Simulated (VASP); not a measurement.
# Ta3Cu (P6/mmm) in VASP: relaxation of cell and atoms with PBE

Aim: the relaxation of cell and atoms of Ta3Cu with PBE.

All numbers are computed with VASP 6.6.1; they aren't measurements. Logs are shortened: lines on timing, memory, paths and dates and some standing lists are left out, and cuts for length are marked.

## Step 1: The cell of the first run

It takes space group P6/mmm (No. 191, hexagonal). The conventional cell has a = 5.416 Å, b = 5.416 Å, c = 2.766 Å, α = 90.00°, β = 90.00°, γ = 120.00°. Within 3.6 Å of Ta (site symmetry mmm) lie 6 Ta at 2.71 to 2.77 Å and 4 Cu at 3.04 Å. Within 3.6 Å of Cu (site symmetry 6/mmm) lie 2 Cu at 2.77 Å and 12 Ta at 3.04 Å.

The cell was generated, and may not be a known phase.

## Step 2: Relaxation of cell and atoms, PBE

INCAR reads:

```
PREC     = Accurate       # precision mode
ENCUT    = 600            # plane-wave cutoff, eV
EDIFF    = 1E-6           # SCF threshold, eV
ISMEAR   = 0              # smearing method
SIGMA    = 0.1            # smearing width, eV
LREAL    = F              # projectors in reciprocal space
LASPH    = T              # aspherical terms in the spheres
NELM     = 100            # most SCF steps
ALGO     = Fast           # electronic algorithm
ISIF     = 3              # what is computed and relaxed
LWAVE    = F              # write WAVECAR
LCHARG   = F              # write CHGCAR
GGA      = PE             # functional
IBRION   = 2              # ionic algorithm
NSW      = 100            # ionic steps
EDIFFG   = -0.01          # ionic threshold
```

KPOINTS reads:

```
Automatic mesh
0
Gamma
  12 12 16
```

POSCAR reads:

```
Ta3Cu
1.0
    5.4160188468      0.0000000000      0.0000000000
   -2.7080094234      4.6904099087      0.0000000000
    0.0000000000      0.0000000000      2.7661492360
Ta Cu
3 1
Direct
    0.5000000000      0.0000000000      0.0000000000
    0.0000000000      0.5000000000      0.0000000000
    0.5000000000      0.5000000000      0.0000000000
    0.0000000000      0.0000000000      0.5000000000
```

Potentials or basis: VASP PAW PBE potentials, release 64 (Ta_pv, Cu).

Started as:

```sh
cat potpaw_PBE.64/Ta_pv/POTCAR potpaw_PBE.64/Cu/POTCAR > POTCAR
mpirun -np 1 vasp_std > vasp.out
```

OUTCAR:

```text
PREC = Accurate
   ENCUT = 600
   EDIFF = 1E-6
   ISMEAR = 0
   LREAL = F
   LASPH = T
   NELM = 100
   ISIF = 3
   GGA = PE
   IBRION = 2
   NSW = 100
   EDIFFG = -0.01

 ion  position               nearest neighbor table
   1  0.500  0.000  0.000-   2 2.71   3 2.71   3 2.71   2 2.71   4 3.04   4 3.04   4 3.04   4 3.04

   2  0.000  0.500  0.000-   1 2.71   1 2.71   3 2.71   3 2.71   4 3.04   4 3.04   4 3.04   4 3.04

   3  0.500  0.500  0.000-   1 2.71   1 2.71   2 2.71   2 2.71   4 3.04   4 3.04   4 3.04   4 3.04

   4  0.000  0.000  0.500-   2 3.04   3 3.04   2 3.04   3 3.04   2 3.04   2 3.04   3 3.04   3 3.04
                             1 3.04   1 3.04   1 3.04   1 3.04

  LATTYP: Found a hexagonal cell.
 ALAT       =     5.4160188468
 C/A-ratio  =     0.5107347877

  Lattice vectors:

 A1 = (   5.4160188468,   0.0000000000,   0.0000000000)
 A2 = (  -2.7080094234,   4.6904099087,   0.0000000000)
 A3 = (   0.0000000000,   0.0000000000,   2.7661492360)

Analysis of symmetry for initial positions (statically):
=====================================================================
 Subroutine PRICEL returns:
 Original cell was already a primitive cell.

 Routine SETGRP: Setting up the symmetry group for a
 hexagonal supercell.

 Subroutine GETGRP returns: Found 24 space group operations
 (whereof 24 operations were pure point group operations)
 out of a pool of 24 trial point group operations.

The static configuration has the point symmetry D_6h.

Analysis of symmetry for dynamics (positions and initial velocities):
=====================================================================
 Subroutine PRICEL returns:
 Original cell was already a primitive cell.

 Routine SETGRP: Setting up the symmetry group for a
 hexagonal supercell.

 Subroutine GETGRP returns: Found 24 space group operations
 (whereof 24 operations were pure point group operations)
 out of a pool of 24 trial point group operations.

The dynamic configuration has the point symmetry D_6h.

 Subroutine INISYM returns: Found 24 space group operations
 (whereof 24 operations are pure point group operations),
 and found     1 'primitive' translations

----------------------------------------------------------------------------------------

                                     Primitive cell

  volume of cell :      70.2695

  direct lattice vectors                    reciprocal lattice vectors
     5.416018847  0.000000000  0.000000000     0.184637467  0.106600491  0.000000000
    -2.708009423  4.690409909  0.000000000     0.000000000  0.213200982  0.000000000
     0.000000000  0.000000000  2.766149236     0.000000000  0.000000000  0.361513395

  length of vectors
     5.416018847  5.416018847  2.766149236     0.213200982  0.213200982  0.361513395

  position of ions in fractional coordinates (direct lattice)
     0.500000000  0.000000000  0.000000000
     0.000000000  0.500000000  0.000000000
     0.500000000  0.500000000  0.000000000
     0.000000000  0.000000000  0.500000000

  ion indices of the primitive-cell ions
   primitive index   ion index
                 1           1
                 2           2
                 3           3
                 4           4

----------------------------------------------------------------------------------------

 KPOINTS: Automatic mesh

Automatic generation of k-mesh.
 Grid dimensions read from file:
 generate k-points for:   12   12   16

 Generating k-lattice:

  Cartesian coordinates                     Fractional coordinates (reciprocal lattice)
     0.015386456  0.008883374  0.000000000     0.083333333 -0.000000000  0.000000000
     0.000000000  0.017766749  0.000000000     0.000000000  0.083333333  0.000000000
     0.000000000  0.000000000  0.022594587     0.000000000  0.000000000  0.062500000

  Length of vectors
     0.017766749  0.017766749  0.022594587

  Shift w.r.t. Gamma in fractional coordinates (k-lattice)
     0.000000000  0.000000000  0.000000000

 Subroutine IBZKPT returns following result:
 ===========================================

 Found    171 irreducible k-points:

 Following reciprocal coordinates:
            Coordinates               Weight
  0.000000  0.000000  0.000000      1.000000
  0.083333  0.000000  0.000000      6.000000
  0.166667  0.000000  0.000000      6.000000
  0.250000  0.000000  0.000000      6.000000
  0.333333  0.000000  0.000000      6.000000
  0.416667  0.000000  0.000000      6.000000
[... 16 lines left out ...]
  0.250000  0.000000  0.062500     12.000000
  0.333333  0.000000  0.062500     12.000000
 [... further k-points ...]
   k-points           NKPTS =    171   k-points in BZ     NKDIM =    171   number of bands    NBANDS=     26
   number of dos      NEDOS =    301   number of ions     NIONS =      4
   total plane-waves  NPLWV =  55296
   dimension x,y,z NGX =    48 NGY =   48 NGZ =   24
   dimension x,y,z NGXF=    96 NGYF=   96 NGZF=   48
   ions per type =               3   1
   NGX,Y,Z   is equivalent  to a cutoff of  14.73, 14.73, 14.42 a.u.
   NGXF,Y,Z  is equivalent  to a cutoff of  29.47, 29.47, 28.85 a.u.
 SYSTEM =  unknown system
   PREC   = accura    normal or accurate (medium, high low for compatibility)
   ISTART =      0    job   : 0-new  1-cont  2-samecut
   ICHARG =      2    charge: 1-file 2-atom 10-const
   ISPIN  =      1    spin polarized calculation?
   LNONCOLLINEAR =      F non collinear calculations
   LSORBIT =      F    spin-orbit coupling
   LASPH  =      T    aspherical Exc in radial PAW
   ENCUT  =  600.0 eV  44.10 Ry    6.64 a.u.  10.82 10.82  5.52*2*pi/ulx,y,z
   NELM   =    100;   NELMIN=  2; NELMDL= -5     # of ELM steps
   EDIFF  = 0.1E-05   stopping-criterion for ELM
   LREAL  =      F    real-space projection
   EDIFFG = -.1E-01   stopping-criterion for IOM
   NSW    =    100    number of steps for IOM
   IBRION =      2    ionic relax: 0-MD 1-quasi-New 2-CG
   NFREE  =      1    steps in history (QN), initial steepest desc. (CG)
   ISIF   =      3    stress and relaxation
   ISYM   =      2    0-nonsym 1-usesym 2-fastsym
   POTIM  = 0.5000    time-step for ionic-motion
   TEBEG  =    0.0;   TEEND  =   0.0 temperature during run
   PSTRESS=    0.0 pullay stress
   NELECT =      44.0000    total number of electrons
   NUPDOWN=      -1.0000    fix difference up-down
   EMIN   =  10.00;   EMAX   =-10.00  energy-range for DOS
   EFERMI =   0.00;   METHOD = LEGACY
   ISMEAR =     0;   SIGMA  =   0.10  broadening in eV -4-tet -1-fermi 0-gaus
   EFERMI_NEDOS =   21; number of points for ismear=-14 and -15
   IALGO  =     68    algorithm
   IMIX   =      4    mixing-type and parameters
     AMIX     =   0.40;   BMIX     =  1.00
     AMIX_MAG =   1.60;   BMIX_MAG =  1.00
  volume/ion in A,a.u.               =      17.57       118.55
  Fermi-wavevector in a.u.,A,eV,Ry     =   1.400566  2.646686 26.688980  1.961585
  Thomas-Fermi vector in A             =   2.523514
   LORBIT       =      0    0 simple, 1 ext, 2 COOP (PROOUT), +10 PAW based schemes
   GGA     = PE    functional components
   LHFCALC =     F    Hartree Fock is set to
   AEXX    =    0.0000 exact exchange contribution
   IVDW    =     0    specifies the selected vdW correction
   LEPSILON=     F    determine dielectric tensor
   LRPA    =     F    only Hartree local field effects (RPA)
 conjugate gradient relaxation of ions
 non-spin polarized calculation
 RMM-DIIS sequential band-by-band and
 Gauss-broadening in eV      SIGMA  =   0.10
  energy-cutoff  :      600.00
  volume of cell :       70.27
 maximum number of plane-waves:      2368
 NGX is ok and might be reduce to    48
   NGX = 21   NGY = 21   NGZ = 11

--------------------------------------- Ionic step        1  -------------------------------------------

 number of electron      44.0000016 magnetization

 Free energy of the ion-electron system (eV)
  ---------------------------------------------------
  ext. energy  EPLUGINS =         0.00000000
  ---------------------------------------------------
  free energy    TOTEN  =       -37.29328973 eV

  energy without entropy =      -37.27150123  energy(sigma->0) =      -37.28239548

------------------------ aborting loop because EDIFF is reached ----------------------------------------

  FORCE on cell =-STRESS in cart. coord.  units (eV):
  Direction    XX          YY          ZZ          XY          YZ          ZX
  --------------------------------------------------------------------------------------
  -------------------------------------------------------------------------------------
  Total        0.2871040      0.2871040     -0.6785793      0.0000000      0.0000000      0.0000000
  in kB        6.5461088      6.5461088    -15.4719350      0.0000000      0.0000000      0.0000000
  external PRESSURE =      -0.7932391 kB  Pullay stress =       0.0000000 kB

 VOLUME and BASIS-vectors are now :
 -----------------------------------------------------------------------------
  energy-cutoff  :      600.00
  volume of cell :       70.27
      direct lattice vectors                 reciprocal lattice vectors
     5.416018847  0.000000000  0.000000000     0.184637467  0.106600491  0.000000000
    -2.708009423  4.690409909  0.000000000     0.000000000  0.213200982  0.000000000
     0.000000000  0.000000000  2.766149236     0.000000000  0.000000000  0.361513395
[... 39 lines left out ...]
 POSITION                                       TOTAL-FORCE (eV/Angst)
 -----------------------------------------------------------------------------------
      2.71739      0.00000      0.00000        -0.000000      0.000000      0.000000
     -1.35869      2.35333      0.00000        -0.000000     -0.000000      0.000000
      1.35869      2.35333      0.00000         0.000000      0.000000      0.000000
      0.00000      0.00000      1.37176        -0.000000     -0.000000      0.000000
 -----------------------------------------------------------------------------------
    total drift:                               -0.000000      0.000000      0.000000

  FREE ENERGIE OF THE ION-ELECTRON SYSTEM (eV)
  ---------------------------------------------------
  free  energy   TOTEN  =       -37.2948582089 eV

  energy  without entropy=      -37.2737194657  energy(sigma->0) =      -37.28428884

--------------------------------------- Ionic step        3  -------------------------------------------

 number of electron      44.0000011 magnetization

 Free energy of the ion-electron system (eV)
  ---------------------------------------------------
  ext. energy  EPLUGINS =         0.00000000
  ---------------------------------------------------
  free energy    TOTEN  =       -37.29568461 eV

  energy without entropy =      -37.27433049  energy(sigma->0) =      -37.28500755

 E-fermi :   5.5264     XC(G=0): -12.2466

 val. band max:        5.5192438677   @ k =   0.3333   0.0000   0.1250
 cond. band min:       5.5273355194   @ k =   0.2500   0.1667   0.3125
 fundamental gap:      0.0080916517
 Fermi energy:         5.5263968151

 k-point     1 :       0.0000    0.0000    0.0000
  band No.  band energies     occupation
      1     -29.5236      2.00000
      2     -28.9413      2.00000
      3     -28.9413      2.00000
      4     -28.1062      2.00000
      5     -28.0790      2.00000
      6     -27.9021      2.00000
[... 18 lines left out ...]
     25       7.0013      0.00000
     26       8.6383      0.00000
[... 644 lines left out ...]
      4     -28.2876      2.00000
      5     -28.2419      2.00000
      6     -28.0884      2.00000
[... 18 lines left out ...]
     25       7.4775      0.00000
     26       8.3852      0.00000

 [... further k-points ...]

------------------------ aborting loop because EDIFF is reached ----------------------------------------

  FORCE on cell =-STRESS in cart. coord.  units (eV):
  Direction    XX          YY          ZZ          XY          YZ          ZX
  --------------------------------------------------------------------------------------
  -------------------------------------------------------------------------------------
  Total        0.0026990      0.0026990     -0.0108608      0.0000000     -0.0000000      0.0000000
  in kB        0.0615878      0.0615878     -0.2478338      0.0000000     -0.0000000      0.0000000
  external PRESSURE =      -0.0415527 kB  Pullay stress =       0.0000000 kB

 VOLUME and BASIS-vectors are now :
 -----------------------------------------------------------------------------
  energy-cutoff  :      600.00
  volume of cell :       70.21
      direct lattice vectors                 reciprocal lattice vectors
     5.427867782  0.000000000  0.000000000     0.184234407  0.106367784 -0.000000000
    -2.713933891  4.700671388  0.000000000     0.000000000  0.212735568 -0.000000000
     0.000000000  0.000000000  2.751845938     0.000000000 -0.000000000  0.363392436

 POSITION                                       TOTAL-FORCE (eV/Angst)
 -----------------------------------------------------------------------------------
      2.71393      0.00000      0.00000         0.000000      0.000000      0.000000
     -1.35697      2.35034      0.00000         0.000000     -0.000000      0.000000
      1.35697      2.35034      0.00000         0.000000      0.000000      0.000000
      0.00000      0.00000      1.37592        -0.000000     -0.000000      0.000000
 -----------------------------------------------------------------------------------
    total drift:                               -0.000000      0.000000      0.000000

  FREE ENERGIE OF THE ION-ELECTRON SYSTEM (eV)
  ---------------------------------------------------
  free  energy   TOTEN  =       -37.2956846075 eV

  energy  without entropy=      -37.2743304904  energy(sigma->0) =      -37.28500755

 reached required accuracy - stopping structural energy minimisation
```

Wall time 19 min (1 thread of AMD EPYC 7R13 (Zen 3), shared host); peak memory 0.47 GiB.

Results:

* Free energy: -37.2957 eV
* Relaxed volume: 17.55 Å³/atom
* Relaxed cell: a = 5.428 Å, b = 5.428 Å, c = 2.752 Å, α = 90.00°, β = 90.00°, γ = 120.00°
* Space group after relaxing (to 0.1 Å): P6/mmm (No. 191)
* Energy gained by relaxing: 0.6 meV/atom
* Ionic steps: 3
* Pressure after relaxing: 0.0 GPa
* Band gap on the k mesh: zero (bands 22 and 23 overlap by 1.85 eV)

Step by step:
```csv
step,energy change (eV),largest force (eV/Å),pressure (GPa),volume (Å³)
1,0.0000,0.0000,-0.08,70.27
2,-0.0016,0.0000,0.11,70.18
3,-0.0024,0.0000,0.00,70.21
```

Final structure:
```
CELL_PARAMETERS angstrom
5.42787 0.00000 0.00000
-2.71393 4.70067 0.00000
0.00000 0.00000 2.75185
ATOMIC_POSITIONS crystal
Ta 0.50000 0.00000 0.00000
Ta 0.00000 0.50000 0.00000
Ta 0.50000 0.50000 0.00000
Cu 0.00000 0.00000 0.50000
```

Caveat: spin-orbit coupling is left out, which moves the levels of the heavy elements.
